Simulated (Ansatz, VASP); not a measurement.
Na: VASP beside Ansatz

```
Na
1.0
     3.76700    0.00000    0.00000
    -1.88350    3.26232    0.00000
     0.00000    0.00000    6.15400
Na
2
Direct
  0.36782 0.73564 0.21344
  0.66667 0.33333 0.75000
```

Alike in both runs: task single point; functional PBEsol; k mesh 12 × 12 × 8; occupations gaussian, width 0.15 eV; no spin polarisation.

```csv
,VASP,Ansatz
version,VASP 6.6.1,Ansatz 0.2.0
potentials or method,"VASP PAW PBE potentials, release 64 (Na_pv), cutoff 520 eV","scalar-relativistic, plane waves, PAW"
valence electrons in the cell,14,18
```

|  | VASP | Ansatz | Ansatz less VASP |
| --- | --- | --- | --- |
| gap on the k mesh at the Fermi level (eV) | none | none | - |
| pressure (GPa) | -0.2 | -0.2 | 0.00 |
| traceless stress, the component that is largest in VASP (GPa) | -0.17 | -0.17 | -0.001 |
| rms of the force components (eV/Å) | 0.092 | 0.092 | -0.0004 |

VASP's potentials were made for PBE, not for PBEsol. Atom by atom the forces differ by 0.000 eV/Å (rms over components). A gap of «none» marks a metal or a gap that the smearing closes. VASP's potentials hold 14 valence electrons a cell and Ansatz's 18, so a difference there can come from the potentials and not from the codes.
